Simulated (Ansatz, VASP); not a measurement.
Two plane-wave programs on Si2W

```
CELL_PARAMETERS angstrom
-1.61467 1.61467 3.93391
1.61467 -1.61467 3.93391
1.61467 1.61467 -3.93391
ATOMIC_POSITIONS crystal
W 0.00000 0.00000 0.00000
Si 0.33456 0.33456 0.00000
Si 0.66544 0.66544 0.00000
```

Alike in both runs: functional PBE; k mesh 18 × 18 × 18; occupations gaussian, width 0.1 eV; no spin polarisation.

Ansatz relaxed the structure, and its values are those at the end. VASP's run is a single point on that final structure, the one shown.

|  | VASP | Ansatz |
| --- | --- | --- |
| version | VASP 6.6.1 | Ansatz 0.2.0 |
| potentials or method | VASP PAW PBE potentials, release 64 (W_sv, Si), cutoff 500 eV | scalar-relativistic, plane waves, PAW |
| valence electrons in the cell | 22 | 22 |

```csv
,VASP,Ansatz,Ansatz less VASP
gap on the k mesh at the Fermi level (eV),none,none,-
pressure (GPa),0.0,0.0,0.00
```

A gap of «none» marks a metal or a gap that the smearing closes. The functional is the same, so the differences come from potentials, cutoffs and numerics.

Spin-orbit coupling is off throughout.
